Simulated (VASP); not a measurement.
# Al3Si in VASP: single point with PBE

Aim: the single point of Al3Si with PBE.

Program: VASP 6.6.1. These are calculated values, not measurements. Logs are shortened: lines on timing, memory, paths and dates and some standing lists are left out, and cuts for length are marked.

### 1 The cell of the first run

The typed cell holds 8 atoms: a = 2.860 Å, b = 5.719 Å, c = 7.771 Å, α = 90.00°, β = 90.00°, γ = 90.01°.

### 2 Single point, PBE

The input, INCAR:

```
SYSTEM = Al3Si
PREC = Accurate
ENCUT = 520
EDIFF = 1E-6
ISMEAR = 0
SIGMA = 0.2
LREAL = .False.
LASPH = .True.
NELM = 80
ALGO = Fast
ISIF = 2
LWAVE = .False.
LCHARG = .False.
GGA = PE
NBANDS = 23
```

The input, KPOINTS:

```
Automatic mesh
0
Gamma
  8 4 4
  0 0 0
```

The input, POSCAR:

```
Al3Si
1.0
   -2.0221548105     -2.0219765759      0.0000000000
    4.0443096209     -4.0439531519      0.0000000000
    0.0000000000      0.0000000000      7.7707582963
Al Si
6 2
Direct
    0.5000000000      0.2500000000      0.7580611328
    0.5000000000      0.7500000000      0.7580611328
    0.0000000000      0.0000000000      0.5000000000
    0.0000000000      0.5000000000      0.5000000000
    0.5000000000      0.2500000000      0.2419388672
    0.5000000000      0.7500000000      0.2419388672
    0.0000000000      0.5000000000      0.0000000000
    0.0000000000      0.0000000000      0.0000000000
```

Potentials or basis: VASP PAW PBE potentials, release 64 (Al, Si).

Launch:

```bash
cat potpaw_PBE.64/Al/POTCAR potpaw_PBE.64/Si/POTCAR > POTCAR
mpirun -np 1 vasp_std > vasp.out
```

OUTCAR:

```text
SYSTEM = Al3Si
   PREC = Accurate
   ENCUT = 520
   EDIFF = 1E-6
   ISMEAR = 0
   LREAL = .False.
   LASPH = .True.
   NELM = 80
   ISIF = 2
   GGA = PE

 ion  position               nearest neighbor table
   1  0.500  0.250  0.758-   7 2.76   8 2.76   7 2.76   8 2.76   4 2.85   3 2.85   3 2.85   4 2.85
                             2 2.86   2 2.86
   2  0.500  0.750  0.758-   8 2.76   7 2.76   7 2.76   8 2.76   3 2.85   4 2.85   3 2.85   4 2.85
                             1 2.86   1 2.86
   3  0.000  0.000  0.500-   1 2.85   5 2.85   2 2.85   6 2.85   1 2.85   2 2.85   5 2.85   6 2.85
                             4 2.86   4 2.86
   4  0.000  0.500  0.500-   2 2.85   6 2.85   1 2.85   5 2.85   5 2.85   2 2.85   1 2.85   6 2.85
                             3 2.86   3 2.86
   5  0.500  0.250  0.242-   7 2.76   8 2.76   7 2.76   8 2.76   4 2.85   3 2.85   3 2.85   4 2.85
                             6 2.86   6 2.86
   6  0.500  0.750  0.242-   8 2.76   7 2.76   7 2.76   8 2.76   3 2.85   4 2.85   3 2.85   4 2.85
                             5 2.86   5 2.86
   7  0.000  0.500  0.000-   2 2.76   6 2.76   1 2.76   5 2.76   5 2.76   2 2.76   1 2.76   6 2.76
                             8 2.86   8 2.86
   8  0.000  0.000  0.000-   1 2.76   5 2.76   2 2.76   6 2.76   1 2.76   2 2.76   5 2.76   6 2.76
                             7 2.86   7 2.86

  LATTYP: Found a simple monoclinic cell.
 ALAT       =     2.8596327301
 B/A-ratio  =     2.7173973128
 C/A-ratio  =     2.0000000000
 COS(beta)  =    -0.0000881448

  Lattice vectors:

 A1 = (  -2.0221548105,  -2.0219765759,   0.0000000000)
 A2 = (   0.0000000000,   0.0000000000,  -7.7707582963)
 A3 = (   4.0443096209,  -4.0439531519,   0.0000000000)

Analysis of symmetry for initial positions (statically):
=====================================================================
 Subroutine PRICEL returns following result:

  LATTYP: Found a base centered orthorhombic cell.
 ALAT       =     4.0439531519
 B/A-ratio  =     1.0000881487
 C/A-ratio  =     1.9215747573

  Lattice vectors:

 A1 = (  -2.0221548105,  -2.0219765759,   0.0000000000)
 A2 = (   2.0221548105,  -2.0219765760,   0.0000000000)
 A3 = (   0.0000000000,   0.0000000000,   7.7707582963)

   2 primitive cells build up your supercell.

 Routine SETGRP: Setting up the symmetry group for a
 simple monoclinic supercell.

 Subroutine GETGRP returns: Found  4 space group operations
 (whereof  4 operations were pure point group operations)
 out of a pool of  4 trial point group operations.

The static configuration has the point symmetry C_2h.

Analysis of symmetry for dynamics (positions and initial velocities):
=====================================================================
 Subroutine PRICEL returns following result:

  LATTYP: Found a base centered orthorhombic cell.
 ALAT       =     4.0439531519
 B/A-ratio  =     1.0000881487
 C/A-ratio  =     1.9215747573

  Lattice vectors:

 A1 = (  -2.0221548105,  -2.0219765759,   0.0000000000)
 A2 = (   2.0221548105,  -2.0219765760,   0.0000000000)
 A3 = (   0.0000000000,   0.0000000000,   7.7707582963)

   2 primitive cells build up your supercell.

 Routine SETGRP: Setting up the symmetry group for a
 simple monoclinic supercell.

 Subroutine GETGRP returns: Found  4 space group operations
 (whereof  4 operations were pure point group operations)
 out of a pool of  4 trial point group operations.

The dynamic configuration has the point symmetry C_2h.

 Subroutine INISYM returns: Found  4 space group operations
 (whereof  4 operations are pure point group operations),
 and found     2 'primitive' translations

----------------------------------------------------------------------------------------

                                     Primitive cell

  volume of cell :      63.5454

  direct lattice vectors                    reciprocal lattice vectors
    -2.022154811 -2.021976576  0.000000000    -0.247260990 -0.247282786  0.000000000
     2.022154810 -2.021976576  0.000000000     0.247260990 -0.247282786  0.000000000
     0.000000000  0.000000000  7.770758296     0.000000000  0.000000000  0.128687570

  length of vectors
     2.859632730  2.859632730  7.770758296     0.349695257  0.349695257  0.128687570

  position of ions in fractional coordinates (direct lattice)
     0.500000000  0.500000000  0.758061133
     0.000000000  0.000000000  0.500000000
     0.500000000  0.500000000  0.241938867
     0.000000000  0.000000000  0.000000000

  ion indices of the primitive-cell ions
   primitive index   ion index
                 1           1
                 2           3
                 3           5
                 4           7

----------------------------------------------------------------------------------------

 KPOINTS: Automatic mesh

Automatic generation of k-mesh.
 Grid dimensions read from file:
 generate k-points for:    8    4    4

 Generating k-lattice:

  Cartesian coordinates                     Fractional coordinates (reciprocal lattice)
    -0.030907624 -0.030910348  0.000000000     0.125000000  0.000000000  0.000000000
     0.030907624 -0.030910348  0.000000000    -0.000000000  0.250000000  0.000000000
     0.000000000  0.000000000  0.032171892     0.000000000  0.000000000  0.250000000

  Length of vectors
     0.043711907  0.043711907  0.032171892

  Shift w.r.t. Gamma in fractional coordinates (k-lattice)
     0.000000000  0.000000000  0.000000000

 -----------------------------------------------------------------------------
|                                                                             |
|           W    W    AA    RRRRR   N    N  II  N    N   GGGG   !!!           |
|           W    W   A  A   R    R  NN   N  II  NN   N  G    G  !!!           |
|           W    W  A    A  R    R  N N  N  II  N N  N  G       !!!           |
|           W WW W  AAAAAA  RRRRR   N  N N  II  N  N N  G  GGG   !            |
|           WW  WW  A    A  R   R   N   NN  II  N   NN  G    G                |
|           W    W  A    A  R    R  N    N  II  N    N   GGGG   !!!           |
|                                                                             |
|     Your reciprocal lattice and k-lattice belong to different lattice       |
|     classes:                                                                |
|                                                                             |
|        The reciprocal lattice is simple monoclinic,                         |
|        whereas your k-lattice is base centered orthorhombic.                |
|                                                                             |
|     Results are often still useful ...                                      |
|                                                                             |
 -----------------------------------------------------------------------------

 Subroutine IBZKPT returns following result:
 ===========================================

 Found     54 irreducible k-points:

 Following reciprocal coordinates:
            Coordinates               Weight
  0.000000  0.000000  0.000000      1.000000
  0.125000  0.000000  0.000000      2.000000
  0.250000  0.000000  0.000000      2.000000
  0.375000  0.000000  0.000000      2.000000
  0.500000  0.000000  0.000000      1.000000
 -0.000000  0.250000  0.000000      2.000000
[... 16 lines left out ...]
  0.500000  0.000000  0.250000      2.000000
 -0.000000  0.250000  0.250000      4.000000
 [... further k-points ...]
   k-points           NKPTS =     54   k-points in BZ     NKDIM =     54   number of bands    NBANDS=     23
   number of dos      NEDOS =    301   number of ions     NIONS =      8
   total plane-waves  NPLWV =  69120
   dimension x,y,z NGX =    24 NGY =   48 NGZ =   60
   dimension x,y,z NGXF=    48 NGYF=   96 NGZF=  120
   ions per type =               6   2
   NGX,Y,Z   is equivalent  to a cutoff of  13.95, 13.95, 12.84 a.u.
   NGXF,Y,Z  is equivalent  to a cutoff of  27.90, 27.90, 25.67 a.u.
 SYSTEM =  Al3Si
   PREC   = accura    normal or accurate (medium, high low for compatibility)
   ISTART =      0    job   : 0-new  1-cont  2-samecut
   ICHARG =      2    charge: 1-file 2-atom 10-const
   ISPIN  =      1    spin polarized calculation?
   LNONCOLLINEAR =      F non collinear calculations
   LSORBIT =      F    spin-orbit coupling
   LASPH  =      T    aspherical Exc in radial PAW
   ENCUT  =  520.0 eV  38.22 Ry    6.18 a.u.   5.32 10.63 14.45*2*pi/ulx,y,z
   NELM   =     80;   NELMIN=  2; NELMDL= -5     # of ELM steps
   EDIFF  = 0.1E-05   stopping-criterion for ELM
   LREAL  =      F    real-space projection
   EDIFFG = 0.1E-04   stopping-criterion for IOM
   NSW    =      0    number of steps for IOM
   IBRION =     -1    ionic relax: 0-MD 1-quasi-New 2-CG
   NFREE  =      0    steps in history (QN), initial steepest desc. (CG)
   ISIF   =      2    stress and relaxation
   ISYM   =      2    0-nonsym 1-usesym 2-fastsym
   POTIM  = 0.5000    time-step for ionic-motion
   TEBEG  =    0.0;   TEEND  =   0.0 temperature during run
   PSTRESS=    0.0 pullay stress
   NELECT =      26.0000    total number of electrons
   NUPDOWN=      -1.0000    fix difference up-down
   EMIN   =  10.00;   EMAX   =-10.00  energy-range for DOS
   EFERMI =   0.00;   METHOD = LEGACY
   ISMEAR =     0;   SIGMA  =   0.20  broadening in eV -4-tet -1-fermi 0-gaus
   EFERMI_NEDOS =   21; number of points for ismear=-14 and -15
   IALGO  =     68    algorithm
   IMIX   =      4    mixing-type and parameters
     AMIX     =   0.40;   BMIX     =  1.00
     AMIX_MAG =   1.60;   BMIX_MAG =  1.00
  volume/ion in A,a.u.               =      15.89       107.21
  Fermi-wavevector in a.u.,A,eV,Ry     =   0.964631  1.822889 12.660403  0.930513
  Thomas-Fermi vector in A             =   2.094279
   LORBIT       =      0    0 simple, 1 ext, 2 COOP (PROOUT), +10 PAW based schemes
   GGA     = PE    functional components
   LHFCALC =     F    Hartree Fock is set to
   AEXX    =    0.0000 exact exchange contribution
   IVDW    =     0    specifies the selected vdW correction
   LEPSILON=     F    determine dielectric tensor
   LRPA    =     F    only Hartree local field effects (RPA)
 non-spin polarized calculation
 RMM-DIIS sequential band-by-band and
 Gauss-broadening in eV      SIGMA  =   0.20
  energy-cutoff  :      520.00
  volume of cell :      127.09
 maximum number of plane-waves:      3448
 NGX is ok and might be reduce to    24
   NGX = 11   NGY = 21   NGZ = 29

 number of electron      26.0000000 magnetization

 Free energy of the ion-electron system (eV)
  ---------------------------------------------------
  ext. energy  EPLUGINS =         0.00000000
  ---------------------------------------------------
  free energy    TOTEN  =       -32.45609078 eV

  energy without entropy =      -32.40072598  energy(sigma->0) =      -32.42840838

 E-fermi :   8.5697     XC(G=0): -10.4505

 val. band max:        8.5158165157   @ k =   0.5000   0.0000   0.2500
 cond. band min:       8.7086204697   @ k =   0.3750   0.0000   0.5000
 fundamental gap:      0.1928039540
 Fermi energy:         8.5697292778

 k-point     1 :       0.0000    0.0000    0.0000
  band No.  band energies     occupation
      1      -3.8819      2.00000
      2      -1.0595      2.00000
      3      -0.6385      2.00000
      4       0.0094      2.00000
      5       1.0653      2.00000
      6       3.2805      2.00000
[... 15 lines left out ...]
     22      15.6311      0.00000
     23      15.7740      0.00000

 k-point     2 :       0.1250    0.0000    0.0000
  band No.  band energies     occupation
      1      -3.6051      2.00000
      2      -0.7828      2.00000
      3      -0.3614      2.00000
      4       0.2813      2.00000
      5       1.3323      2.00000
      6       3.5547      2.00000
[... 15 lines left out ...]
     22      14.7257      0.00000
     23      15.4643      0.00000
[... 544 lines left out ...]
     22      11.8545      0.00000
     23      12.2028      0.00000

 k-point    24 :      -0.0000    0.2500    0.2500
  band No.  band energies     occupation
      1      -3.5391      2.00000
      2      -1.5050      2.00000
      3      -1.3708      2.00000
      4       0.7063      2.00000
      5       0.7302      2.00000
      6       2.8215      2.00000
[... 15 lines left out ...]
     22      14.9703      0.00000
     23      15.1942      0.00000

 [... further k-points ...]

------------------------ aborting loop because EDIFF is reached ----------------------------------------

  FORCE on cell =-STRESS in cart. coord.  units (eV):
  Direction    XX          YY          ZZ          XY          YZ          ZX
  --------------------------------------------------------------------------------------
  -------------------------------------------------------------------------------------
  Total        1.4747928      1.4759426     -2.4897272      0.0000020      0.0000000      0.0000000
  in kB       18.5920670     18.6065622    -31.3869007      0.0000253      0.0000000      0.0000000
  external PRESSURE =       1.9372428 kB  Pullay stress =       0.0000000 kB

 VOLUME and BASIS-vectors are now :
 -----------------------------------------------------------------------------
  energy-cutoff  :      520.00
  volume of cell :      127.09
      direct lattice vectors                 reciprocal lattice vectors
    -2.022154811 -2.021976576  0.000000000    -0.247260990 -0.247282786  0.000000000
     4.044309621 -4.043953152  0.000000000     0.123630495 -0.123641393  0.000000000
     0.000000000  0.000000000  7.770758296     0.000000000  0.000000000  0.128687570

 POSITION                                       TOTAL-FORCE (eV/Angst)
 -----------------------------------------------------------------------------------
     -0.00000     -2.02198      5.89071        -0.000000     -0.000000      0.002528
      2.02215     -4.04395      5.89071        -0.000000      0.000000      0.002528
      0.00000      0.00000      3.88538        -0.000000      0.000000      0.000000
      2.02215     -2.02198      3.88538        -0.000000      0.000000      0.000000
     -0.00000     -2.02198      1.88005        -0.000000      0.000000     -0.002528
      2.02215     -4.04395      1.88005        -0.000000     -0.000000     -0.002528
      2.02215     -2.02198      0.00000         0.000000      0.000000     -0.000000
      0.00000      0.00000      0.00000         0.000000      0.000000     -0.000000
 -----------------------------------------------------------------------------------
    total drift:                                0.000000     -0.000000     -0.000000

  FREE ENERGIE OF THE ION-ELECTRON SYSTEM (eV)
  ---------------------------------------------------
  free  energy   TOTEN  =       -32.4560907836 eV

  energy  without entropy=      -32.4007259833  energy(sigma->0) =      -32.42840838
```

It took 4.6 min on 1 thread of AMD EPYC 7R13, shared host; peak memory 0.28 GiB.

Results:

```
Free energy            : -32.4561 eV
Pressure               : 0.2 GPa
Band gap on the k mesh : zero (bands 13 and 14 overlap by 4.58 eV)
```

Forces in eV/Å, atoms in the order of the input:
```
Al   0.000  0.000  0.003
Al   0.000  0.000  0.003
Al   0.000  0.000  0.000
Al   0.000  0.000  0.000
Al   0.000  0.000 -0.003
Al   0.000  0.000 -0.003
Si   0.000  0.000  0.000
Si   0.000  0.000  0.000
```
